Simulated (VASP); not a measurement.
# TiTe2 (1T) (P-3m1) in VASP: a series of runs

Runs on TiTe2 (1T). Level: LDA. Tasks: relaxation of cell and atoms.

Program: VASP 6.6.1. These are calculated values, not measurements. Logs are shortened: lines on timing, memory, paths and dates and some standing lists are left out, and cuts for length are marked.

## Step 1: The cell of the first run

It takes space group P-3m1 (No. 164, trigonal). Conventional cell: a = 3.624 Å, b = 3.624 Å, c = 6.232 Å, α = 90.00°, β = 90.00°, γ = 120.00°. Within 3.6 Å of Ti (site symmetry -3m) lie 6 Te at 2.70 Å. Within 3.6 Å of Te (site symmetry 3m) lie 3 Ti at 2.70 Å and 3 Te at 3.50 Å.

## Step 2: Relaxation of cell and atoms, LDA, target pressure 4 GPa, at which the enthalpy is minimised

File INCAR:

```
PREC     = Accurate       # precision mode
ENCUT    = 600            # plane-wave cutoff, eV
EDIFF    = 1E-7           # SCF threshold, eV
ISMEAR   = 0              # smearing method
SIGMA    = 0.03           # smearing width, eV
LREAL    = F              # projectors in reciprocal space
LASPH    = T              # aspherical terms in the spheres
NELM     = 80             # most SCF steps
ALGO     = Normal         # electronic algorithm
ISIF     = 3              # what is computed and relaxed
LWAVE    = F              # write WAVECAR
LCHARG   = F              # write CHGCAR
IBRION   = 2              # ionic algorithm
NSW      = 80             # ionic steps
EDIFFG   = -0.002         # ionic threshold
PSTRESS  = 40.0
```

File KPOINTS:

```
Automatic mesh
0
Gamma
  12 12 8
```

File POSCAR:

```
TiTe2
1.0
    3.6242119048      0.0000000000      0.0000000000
   -1.8121059524      3.1386595782      0.0000000000
    0.0000000000      0.0000000000      6.2317872933
Ti Te
1 2
Direct
    0.0000000000      0.0000000000      0.0000000000
    0.3333333333      0.6666666667      0.2745804955
    0.6666666667      0.3333333333      0.7254195045
```

Potentials or basis: VASP PAW LDA potentials, release 64 (Ti_sv, Te).

On the command line:

```sh
cat potpaw_LDA.64/Ti_sv/POTCAR potpaw_LDA.64/Te/POTCAR > POTCAR
mpirun -np 1 vasp_std > vasp.out
```

OUTCAR:

```text
PREC = Accurate
   ENCUT = 600
   EDIFF = 1E-7
   ISMEAR = 0
   LREAL = F
   LASPH = T
   NELM = 80
   ISIF = 3
   IBRION = 2
   NSW = 80
   EDIFFG = -0.002
   PSTRESS = 40.0

 ion  position               nearest neighbor table
   1  0.000  0.000  0.000-   2 2.70   3 2.70   2 2.70   3 2.70   3 2.70   2 2.70
   2  0.333  0.667  0.275-   1 2.70   1 2.70   1 2.70   3 3.50   3 3.50   3 3.50
   3  0.667  0.333  0.725-   1 2.70   1 2.70   1 2.70   2 3.50   2 3.50   2 3.50

  LATTYP: Found a hexagonal cell.
 ALAT       =     3.6242119048
 C/A-ratio  =     1.7194875623

  Lattice vectors:

 A1 = (   3.6242119048,   0.0000000000,   0.0000000000)
 A2 = (  -1.8121059524,   3.1386595782,   0.0000000000)
 A3 = (   0.0000000000,   0.0000000000,   6.2317872933)

Analysis of symmetry for initial positions (statically):
=====================================================================
 Subroutine PRICEL returns:
 Original cell was already a primitive cell.

 Routine SETGRP: Setting up the symmetry group for a
 hexagonal supercell.

 Subroutine GETGRP returns: Found 12 space group operations
 (whereof 12 operations were pure point group operations)
 out of a pool of 24 trial point group operations.

The static configuration has the point symmetry D_3d.

Analysis of symmetry for dynamics (positions and initial velocities):
=====================================================================
 Subroutine PRICEL returns:
 Original cell was already a primitive cell.

 Routine SETGRP: Setting up the symmetry group for a
 hexagonal supercell.

 Subroutine GETGRP returns: Found 12 space group operations
 (whereof 12 operations were pure point group operations)
 out of a pool of 24 trial point group operations.

The dynamic configuration has the point symmetry D_3d.

 Subroutine INISYM returns: Found 12 space group operations
 (whereof 12 operations are pure point group operations),
 and found     1 'primitive' translations

----------------------------------------------------------------------------------------

                                     Primitive cell

  volume of cell :      70.8876

  direct lattice vectors                    reciprocal lattice vectors
     3.624211905  0.000000000  0.000000000     0.275922056  0.159303673  0.000000000
    -1.812105952  3.138659578  0.000000000     0.000000000  0.318607347  0.000000000
     0.000000000  0.000000000  6.231787293     0.000000000  0.000000000  0.160467608

  length of vectors
     3.624211905  3.624211905  6.231787293     0.318607347  0.318607347  0.160467608

  position of ions in fractional coordinates (direct lattice)
     0.000000000  0.000000000  0.000000000
     0.333333333  0.666666667  0.274580495
     0.666666667  0.333333333  0.725419505

  ion indices of the primitive-cell ions
   primitive index   ion index
                 1           1
                 2           2
                 3           3

----------------------------------------------------------------------------------------

 KPOINTS: Automatic mesh

Automatic generation of k-mesh.
 Grid dimensions read from file:
 generate k-points for:   12   12    8

 Generating k-lattice:

  Cartesian coordinates                     Fractional coordinates (reciprocal lattice)
     0.022993505  0.013275306  0.000000000     0.083333333  0.000000000  0.000000000
     0.000000000  0.026550612  0.000000000     0.000000000  0.083333333  0.000000000
     0.000000000  0.000000000  0.020058451     0.000000000  0.000000000  0.125000000

  Length of vectors
     0.026550612  0.026550612  0.020058451

  Shift w.r.t. Gamma in fractional coordinates (k-lattice)
     0.000000000  0.000000000  0.000000000

 Subroutine IBZKPT returns following result:
 ===========================================

 Found    131 irreducible k-points:

 Following reciprocal coordinates:
            Coordinates               Weight
  0.000000  0.000000  0.000000      1.000000
  0.083333  0.000000  0.000000      6.000000
  0.166667  0.000000  0.000000      6.000000
  0.250000 -0.000000  0.000000      6.000000
[... 40 lines left out ...]

--------------------------------------- Ionic step        1  -------------------------------------------

 number of electron      23.9999997 magnetization

 Free energy of the ion-electron system (eV)
  ---------------------------------------------------
  ext. energy  EPLUGINS =         0.00000000
  ---------------------------------------------------
  free energy    TOTEN  =       -18.32749460 eV

  energy without entropy =      -18.32709037  energy(sigma->0) =      -18.32729249

------------------------ aborting loop because EDIFF is reached ----------------------------------------

  FORCE on cell =-STRESS in cart. coord.  units (eV):
  Direction    XX          YY          ZZ          XY          YZ          ZX
  --------------------------------------------------------------------------------------
  -------------------------------------------------------------------------------------
  Total        0.9332117      0.9332117      0.9470815      0.0000000      0.0000000      0.0000000
  in kB       21.0921258     21.0921258     21.4056060      0.0000000      0.0000000      0.0000000
  external PRESSURE =     -18.8033808 kB  Pullay stress =      40.0000000 kB
[... 96 lines left out ...]
  FREE ENERGIE OF THE ION-ELECTRON SYSTEM (eV)
  ---------------------------------------------------
  free  energy   TOTEN  =       -18.2988514041 eV

  energy  without entropy=      -18.2984599445  energy(sigma->0) =      -18.29865567

  enthalpy is  TOTEN    =       -16.5667677083 eV   P V=        1.7320836959

[... ionic steps 4 to 10 ...]

--------------------------------------- Ionic step       11  -------------------------------------------

 number of electron      24.0000001 magnetization

------------------------ aborting loop because EDIFF is reached ----------------------------------------

  FORCE on cell =-STRESS in cart. coord.  units (eV):
  Direction    XX          YY          ZZ          XY          YZ          ZX
  --------------------------------------------------------------------------------------
  -------------------------------------------------------------------------------------
  Total        1.7002763      1.7002763      1.7004491      0.0000000      0.0000000      0.0000000
  in kB       39.6305675     39.6305675     39.6345957      0.0000000      0.0000000      0.0000000
  external PRESSURE =      -0.3680897 kB  Pullay stress =      40.0000000 kB
[... 63 lines left out ...]
  enthalpy is  TOTEN    =       -16.5719009467 eV   P V=        1.7155774084

--------------------------------------- Ionic step       13  -------------------------------------------

 number of electron      24.0000001 magnetization

 Free energy of the ion-electron system (eV)
  ---------------------------------------------------
  ext. energy  EPLUGINS =         0.00000000
  ---------------------------------------------------
  free energy    TOTEN  =       -18.28727835 eV

  energy without entropy =      -18.28691948  energy(sigma->0) =      -18.28709891

 E-fermi :   8.6962     XC(G=0): -10.8392

 val. band max:        8.6910488389   @ k =   0.4167   0.0000   0.2500
 cond. band min:       8.7074866051   @ k =   0.3333   0.0000   0.5000
 fundamental gap:      0.0164377662
 Fermi energy:         8.6962017273

 k-point     1 :       0.0000    0.0000    0.0000
  band No.  band energies     occupation
      1     -47.7355      2.00000
      2     -24.3990      2.00000
      3     -24.3990      2.00000
      4     -24.3938      2.00000
      5      -4.7064      2.00000
      6      -2.5826      2.00000
[... 8 lines left out ...]
     15      10.2847      0.00000
     16      11.9774      0.00000
[... 420 lines left out ...]
  band No.  band energies     occupation
      1     -47.7337      2.00000
      2     -24.4195      2.00000
      3     -24.4036      2.00000
      4     -24.3887      2.00000
      5      -4.2875      2.00000
      6      -2.4932      2.00000
[... 8 lines left out ...]
     15      10.4272      0.00000
     16      11.7989      0.00000

 [... further k-points ...]
[... 5 lines left out ...]
  --------------------------------------------------------------------------------------
  -------------------------------------------------------------------------------------
  Total        1.7127845      1.7127845      1.7137038      0.0000000     -0.0000000      0.0000000
  in kB       39.9395599     39.9395599     39.9609967      0.0000000     -0.0000000      0.0000000
  external PRESSURE =      -0.0532945 kB  Pullay stress =      40.0000000 kB
[... 18 lines left out ...]
  FREE ENERGIE OF THE ION-ELECTRON SYSTEM (eV)
  ---------------------------------------------------
  free  energy   TOTEN  =       -18.2872783470 eV

  energy  without entropy=      -18.2869194825  energy(sigma->0) =      -18.28709891

  enthalpy is  TOTEN    =       -16.5719018926 eV   P V=        1.7153764543

 reached required accuracy - stopping structural energy minimisation
```

Run time: 23 min. Hardware: 1 thread of Intel Xeon Platinum 8259CL at 2.50GHz (Skylake/Cascade Lake), shared host; peak memory 0.33 GiB.

What came out:

```
Free energy                                            : -18.2873 eV
Relaxed volume                                         : 22.90 Å³/atom
Relaxed cell                                           : a = 3.590 Å, b = 3.590 Å, c = 6.156 Å, α = 90.00°, β = 90.00°, γ = 120.00°
Space group after relaxing (to 0.05 Å)                 : P-3m1 (No. 164)
Energy change on relaxing (the enthalpy is what falls) : +13.4 meV/atom
Ionic steps                                            : 13
Pressure after relaxing                                : 4.0 GPa
Band gap on the k mesh                                 : zero (band 12 reaches 9.19 eV, above the bottom of band 13 at 8.35 eV)
```

The path:
| step | energy change (eV) | largest force (eV/Å) | pressure (GPa) | volume (Å³) |
| --- | --- | --- | --- | --- |
| 1 | 0.0000 | 0.0343 | 2.12 | 70.89 |
| 2 | 0.0681 | 0.3786 | 5.86 | 68.08 |
| 3 | 0.0286 | 0.2139 | 4.03 | 69.38 |
| 4 | 0.0327 | 0.1233 | 4.03 | 69.09 |
| 5 | 0.0395 | 0.0194 | 4.02 | 68.76 |
| 6 | 0.0390 | 0.0064 | 3.97 | 68.76 |
| 7 | 0.0389 | 0.0037 | 3.93 | 68.76 |
| 8 | 0.0421 | 0.0141 | 4.11 | 68.63 |
| 9 | 0.0401 | 0.0030 | 4.00 | 68.71 |
| 10 | 0.0401 | 0.0029 | 4.00 | 68.71 |
| 11 | 0.0395 | 0.0004 | 3.96 | 68.74 |
| 12 | 0.0400 | 0.0026 | 3.99 | 68.72 |
| 13 | 0.0402 | 0.0013 | 3.99 | 68.71 |

Final structure:
```cif
data_structure
_symmetry_space_group_name_H-M 'P 1'
_symmetry_Int_Tables_number 1
_cell_length_a 3.5900
_cell_length_b 3.5900
_cell_length_c 6.1559
_cell_angle_alpha 90.000
_cell_angle_beta 90.000
_cell_angle_gamma 120.000
_cell_volume 68.71
loop_
_atom_site_label
_atom_site_type_symbol
_atom_site_fract_x
_atom_site_fract_y
_atom_site_fract_z
_atom_site_occupancy
Ti1 Ti 0.00000 0.00000 0.00000 1
Te1 Te 0.33333 0.66667 0.27867 1
Te2 Te 0.66667 0.33333 0.72133 1
```

Caveat: the cell is relaxed towards a set pressure, so the enthalpy falls and the energy may rise; spin-orbit coupling is left out, which moves the levels of the heavy elements.

## Step 3: Relaxation of cell and atoms, LDA, target pressure 2 GPa, at which the enthalpy is minimised

This run uses another cell than the first one, of 24.59 Å³/atom, 1.041 times its volume.

File INCAR:

```
SYSTEM = TiTe2
PREC = Accurate
ENCUT = 600
EDIFF = 1E-6
ISMEAR = 0
SIGMA = 0.03
LREAL = .False.
LASPH = .True.
NELM = 100
ALGO = Normal
ISIF = 3
LWAVE = .False.
LCHARG = .False.
GGA = CA
IBRION = 2
NSW = 80
EDIFFG = -0.002
PSTRESS = 20.0
```

File KPOINTS:

```
regular mesh
0
Gamma
  12 12 8
  0 0 0
```

File POSCAR:

```
TiTe2
1.0
    3.6646292153      0.0000000000      0.0000000000
   -1.8323146076      3.1736619959      0.0000000000
    0.0000000000      0.0000000000      6.3425037600
Ti Te
1 2
Direct
    0.0000000000      0.0000000000      0.0000000000
    0.3333333333      0.6666666667      0.2692564987
    0.6666666667      0.3333333333      0.7307435013
```

Potentials or basis: VASP PAW LDA potentials, release 64 (Ti_sv, Te).

On the command line:

```sh
cat potpaw_LDA.64/Ti_sv/POTCAR potpaw_LDA.64/Te/POTCAR > POTCAR
mpirun -np 1 vasp_std > vasp.out
```

It took 38 min on 1 thread of Intel Xeon Platinum 8259CL at 2.50GHz (Skylake/Cascade Lake), shared host; peak memory 0.34 GiB.

The run converged. Its results:

| Item | Value |
| --- | --- |
| Free energy | -18.3282 eV |
| Relaxed volume | 23.64 Å³/atom |
| Relaxed cell | a = 3.625 Å, b = 3.625 Å, c = 6.230 Å, α = 90.00°, β = 90.00°, γ = 120.00° |
| Space group after relaxing (to 0.05 Å) | P-3m1 (No. 164) |
| Energy change on relaxing (the enthalpy is what falls) | +5.5 meV/atom |
| Ionic steps | 31 |
| Pressure after relaxing | 2.0 GPa |
| Band gap on the k mesh | zero (band 12 reaches 8.72 eV, above the bottom of band 13 at 7.85 eV) |

Step by step:
```tsv
step	energy change (eV)	largest force (eV/Å)	pressure (GPa)	volume (Å³)
1	0.0000	0.0351	-0.02	73.77
2	0.0381	0.4327	3.86	70.51
3	0.0110	0.2386	2.01	72.04
4	0.0109	0.1539	1.95	71.70
5	0.0157	0.0047	1.89	71.09
6	0.0194	0.0107	2.20	70.72
7	0.0205	0.0143	2.28	70.63
8	0.0161	0.0458	1.78	70.97
9	0.0177	0.0201	2.00	70.82
10	0.0176	0.0056	2.02	70.83
11	0.0176	0.0038	2.06	70.83
12	0.0176	0.0008	2.05	70.83
13	0.0176	0.0025	2.06	70.83
14	0.0166	0.0015	1.98	70.91
15	0.0171	0.0018	1.99	70.87
16	0.0172	0.0018	2.01	70.86
17	0.0172	0.0031	2.02	70.86
18	0.0172	0.0048	2.01	70.86
19	0.0170	0.0049	2.01	70.88
20	0.0165	0.0046	1.99	70.92
21	0.0165	0.0012	1.99	70.92
22	0.0165	0.0002	1.98	70.92
23	0.0167	0.0026	1.98	70.90
24	0.0173	0.0091	2.04	70.86
25	0.0169	0.0042	2.03	70.89
26	0.0168	0.0029	2.02	70.90
27	0.0167	0.0028	1.99	70.90
28	0.0167	0.0024	2.04	70.90
29	0.0167	0.0029	1.99	70.90
30	0.0167	0.0028	2.02	70.90
31	0.0166	0.0007	2.01	70.91
```

Final structure:
```yaml
crystal:
  lattice:
    - [3.62520, 0.00000, 0.00000]
    - [-1.81260, 3.13951, 0.00000]
    - [0.00000, 0.00000, 6.23040]
  atoms:
    - { symbol: Ti, position: [0.00000, 0.00000, 0.00000] }
    - { symbol: Te, position: [0.33333, 0.66667, 0.27503] }
    - { symbol: Te, position: [0.66667, 0.33333, 0.72497] }
```

Levels at points of the mesh, in eV from the Fermi level:
| k point | band 9 | band 10 | band 11 | band 12 | band 13 | band 14 | band 15 | band 16 |
| --- | --- | --- | --- | --- | --- | --- | --- | --- |
| (0.00, 0.00, 0.00) | -1.63 | 0.17 | 0.46 | 0.46 | 0.97 | 1.48 | 1.48 | 3.26 |
| (0.50, 0.00, 0.00) | -3.08 | -2.65 | -1.74 | -1.22 | -0.07 | 1.38 | 1.76 | 2.55 |
| (0.00, 0.00, 0.50) | -1.51 | -1.51 | 0.44 | 0.44 | 0.95 | 0.95 | 1.23 | 3.97 |
| (0.50, 0.00, 0.50) | -2.72 | -2.19 | -0.81 | -0.51 | -0.34 | 1.38 | 1.76 | 2.69 |

Caveat: the cell is relaxed towards a set pressure, so the enthalpy falls and the energy may rise; spin-orbit coupling is left out, which moves the levels of the heavy elements.

## Step 4: Relaxation of cell and atoms, LDA

This run uses another cell than the first one, of 26.76 Å³/atom, 1.132 times its volume.

File INCAR:

```
PREC     = Accurate       # precision mode
ENCUT    = 600            # plane-wave cutoff, eV
EDIFF    = 1E-7           # SCF threshold, eV
ISMEAR   = 0              # smearing method
SIGMA    = 0.03           # smearing width, eV
LREAL    = False          # projectors in reciprocal space
LASPH    = True           # aspherical terms in the spheres
NELM     = 100            # most SCF steps
ALGO     = Normal         # electronic algorithm
ISIF     = 3              # what is computed and relaxed
LWAVE    = False          # write WAVECAR
LCHARG   = False          # write CHGCAR
GGA      = CA             # functional
IBRION   = 2              # ionic algorithm
NSW      = 80             # ionic steps
EDIFFG   = -0.002         # ionic threshold
```

File KPOINTS:

```
regular mesh
0
Gamma
  12 12 8
```

File POSCAR:

```
TiTe2
1.0
    3.7770000000      0.0000000000      0.0000000000
   -1.8885000000      3.2709779501      0.0000000000
    0.0000000000      0.0000000000      6.4980000000
Ti Te
1 2
Direct
    0.0000000000      0.0000000000      0.0000000000
    0.3333333333      0.6666666667      0.2628000000
    0.6666666667      0.3333333333      0.7372000000
```

On the command line:

```sh
cat potpaw_LDA.64/Ti_sv/POTCAR potpaw_LDA.64/Te/POTCAR > POTCAR
mpirun -np 1 vasp_std > vasp.out
```

Run time: 23 min. Hardware: 1 thread of Intel Xeon Platinum 8259CL at 2.50GHz (Skylake/Cascade Lake), shared host; peak memory 0.35 GiB.

It converged, with:

- Free energy: -18.3457 eV
- Relaxed volume: 24.58 Å³/atom
- Relaxed cell: a = 3.666 Å, b = 3.666 Å, c = 6.337 Å, α = 90.00°, β = 90.00°, γ = 120.00°
- Space group after relaxing (to 0.05 Å): P-3m1 (No. 164)
- Energy gained by relaxing: 25.6 meV/atom
- Ionic steps: 11
- Pressure after relaxing: 0.0 GPa
- Band gap on the k mesh: zero (band 12 reaches 8.15 eV, above the bottom of band 13 at 7.29 eV)

The path:
```
step  energy change (eV)  largest force (eV/Å)  pressure (GPa)  volume (Å³)
   1              0.0000                0.2569           -3.99        80.28
   2             -0.0253                0.7522            3.43        72.78
   3             -0.0603                0.2892           -0.13        75.88
   4             -0.0690                0.1932           -0.10        75.32
   5             -0.0729                0.0801           -0.05        74.67
   6             -0.0729                0.0690           -0.05        74.61
   7             -0.0745                0.0518           -0.07        74.43
   8             -0.0768                0.0037           -0.09        73.90
   9             -0.0769                0.0120           -0.09        73.83
  10             -0.0767                0.0329            0.25        73.52
  11             -0.0769                0.0006            0.00        73.75
```

Final structure:
```cif
data_structure
_symmetry_space_group_name_H-M 'P 1'
_symmetry_Int_Tables_number 1
_cell_length_a 3.6659
_cell_length_b 3.6659
_cell_length_c 6.3369
_cell_angle_alpha 90.000
_cell_angle_beta 90.000
_cell_angle_gamma 120.000
_cell_volume 73.75
loop_
_atom_site_label
_atom_site_type_symbol
_atom_site_fract_x
_atom_site_fract_y
_atom_site_fract_z
_atom_site_occupancy
Ti1 Ti 0.00000 0.00000 0.00000 1
Te1 Te 0.33333 0.66667 0.26986 1
Te2 Te 0.66667 0.33333 0.73014 1
```

Levels at points of the mesh, in eV from the Fermi level:
```
           k point  band 10  band 11  band 12  band 13  band 14  band 15
(0.00, 0.00, 0.00)     0.21     0.43     0.43     0.78     1.37     1.37
(0.50, 0.00, 0.00)    -2.57    -1.75    -1.14    -0.05     1.30     1.66
(0.00, 0.00, 0.50)    -1.54     0.42     0.42     0.94     0.94     1.14
(0.50, 0.00, 0.50)    -2.12    -0.88    -0.45    -0.42     1.30     1.65
```

Caveat: spin-orbit coupling is left out, which moves the levels of the heavy elements.

## Step 5: Summary

| cell | gap on the mesh (eV) | pressure (GPa) |
| --- | --- | --- |
| relaxed to 4 GPa from a = 3.624, b = 3.624, c = 6.232 Å, angles 90.0, 90.0, 120.0°, 3 atoms | none | 4.0 |
| relaxed to 2 GPa from a = 3.665, b = 3.665, c = 6.343 Å, angles 90.0, 90.0, 120.0°, 3 atoms | none | 2.0 |
| relaxed from a = 3.777, b = 3.777, c = 6.498 Å, angles 90.0, 90.0, 120.0°, 3 atoms | none | 0.0 |

Alike in all rows: task relaxation of cell and atoms; level LDA; potentials or basis VASP PAW LDA potentials, release 64 (Ti_sv, Te); no spin polarisation; k mesh 12 × 12 × 8; cutoff (eV) 600; smearing gaussian 0.03 eV.

Caveats: spin-orbit coupling is left out, which moves the levels of the heavy elements; the cell is relaxed towards a set pressure, so the enthalpy falls and the energy may rise (some runs).

Total energies depend on the potentials used, so only differences within one code and one set of settings carry meaning.
